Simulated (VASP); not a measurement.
Set up this calculation in VASP 6.6.1, as the native input.

```yaml
Task: single point
Functional: PBEsol
Potentials_or_basis: VASP PAW PBE potentials, release 64 (Al, Ni)
Cutoff: 520 eV
k_mesh: 16 × 16 × 16
Occupations: gaussian, width 0.15 eV
Spin: no spin polarisation
Dipole_correction: no
Further_INCAR_settings: ALGO = Fast; EDIFF = 1e-06; NBANDS = 14
```

The structure of AlNi lies in POSCAR:

```
AlNi
1.0
    1.9874914371     -1.9874386223      0.0000000000
    1.9874914371      1.9874386223      0.0000000000
    0.0000000000      0.0000000000      3.0219000000
Al Ni
1 1
Direct
    0.0000000000      0.0000000000      0.0000000000
    0.5000000000      0.5000000000      0.5000000000
```

The input as run:

INCAR

```
  PREC = Accurate
  ENCUT = 520
  EDIFF = 1E-6
  ISMEAR = 0
  SIGMA = 0.15
  LREAL = False
  LASPH = True
  NELM = 100
  ALGO = Fast
  ISIF = 2
  LWAVE = False
  LCHARG = True
  GGA = PS
  LELF = True
  LVHAR = True
  NBANDS = 14
```

KPOINTS

```
Automatic mesh
0
Gamma
  16 16 16
```

Potentials or basis: VASP PAW PBE potentials, release 64 (Al, Ni).

The run is started by

```sh
$ cat potpaw_PBE.64/Al/POTCAR potpaw_PBE.64/Ni/POTCAR > POTCAR
$ mpirun -np 1 vasp_std > vasp.out
```

It gave:

```yaml
Pressure: -2.5 GPa
```

Caveat: the PAW data sets were made with another functional, which shifts forces and pressure a little.

Run time: 120 s on 1 thread of AMD EPYC 9R45 96-Core Processor (Zen 5) (shared host), peak memory 0.3 GiB.
